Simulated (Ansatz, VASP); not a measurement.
Ta4Rh in VASP and in Ansatz

INCAR

```
ALGO = Fast ; EDIFF = 1E-7
EDIFFG = -0.01 ; ENCUT = 600
GGA = PE ; IBRION = 2
ISIF = 3 ; ISMEAR = 0
LASPH = T ; LCHARG = F
LREAL = F ; LWAVE = F
NELM = 60 ; NSW = 100
PREC = Accurate ; SIGMA = 0.1
```

The input KPOINTS:

```
k-points
0
Gamma
  10 10 10
```

Contents of POSCAR:

```
Ta4Rh
1.0
   -2.9750679743      2.9750679743      2.9750679743
    2.9750679743     -2.9750679743      2.9750679743
    2.9750679743      2.9750679743     -2.9750679743
Ta Rh
4 1
Direct
    0.0000000000      0.0000000000      0.5000000000
    0.0000000000      0.5000000000      0.0000000000
    0.5000000000      0.0000000000      0.0000000000
    0.5000000000      0.5000000000      0.5000000000
    0.0000000000      0.0000000000      0.0000000000
```

Input for Ansatz:

```yaml
crystal:
  lattice:
    - [-2.9750679743, 2.9750679743, 2.9750679743]
    - [2.9750679743, -2.9750679743, 2.9750679743]
    - [2.9750679743, 2.9750679743, -2.9750679743]
  atoms:
    - { symbol: Ta, position: [0.0, 0.0, 0.5] }
    - { symbol: Ta, position: [0.0, 0.5, 0.0] }
    - { symbol: Ta, position: [0.5, 0.0, 0.0] }
    - { symbol: Ta, position: [0.5, 0.5, 0.5] }
    - { symbol: Rh, position: [0.0, 0.0, 0.0] }
basis:
  ecutwfc: 420
kpoints:
  mp_grid: { grid: [10, 10, 10] }
hamiltonian:
  xc: pbe
scf:
  occupations: { method: gaussian, width: 0.1 }
output:
  forces: true
  stress: true
  eigenvalues: true
relax:
  adjacent_minimum: "off"
  f_tol: 0.01
  max_steps: 80
  cell: { stress_tol: 0.05 }
```

Change from the starting cell: species swapped into the MnGa4 type (Im-3m, No. 229).

Alike in both runs: task relaxation of cell and atoms; functional PBE; k mesh 10 × 10 × 10; occupations gaussian, width 0.1 eV; no spin polarisation.

|  | VASP | Ansatz |
| --- | --- | --- |
| version | VASP 6.6.1 | Ansatz 0.2.0 |
| potentials or method | VASP PAW PBE potentials, release 64 (Ta_pv, Rh_pv), cutoff 600 eV | scalar-relativistic, plane waves, PAW |
| valence electrons in the cell | 59 | 69 |

```csv
,VASP,Ansatz,Ansatz less VASP
"gap on the k mesh at the Fermi level, each at its own relaxed structure (eV)",none,none,-
relaxed volume (Å³/atom),21.12,21.12,-0.003
relaxed cell length with the largest relative difference (Å),5.157,5.157,-0.0002
```

A gap of «none» marks a metal or a gap that the smearing closes. VASP's potentials hold 59 valence electrons a cell and Ansatz's 69, so a difference there can come from the potentials and not from the codes.

Neither program's run includes spin-orbit coupling.
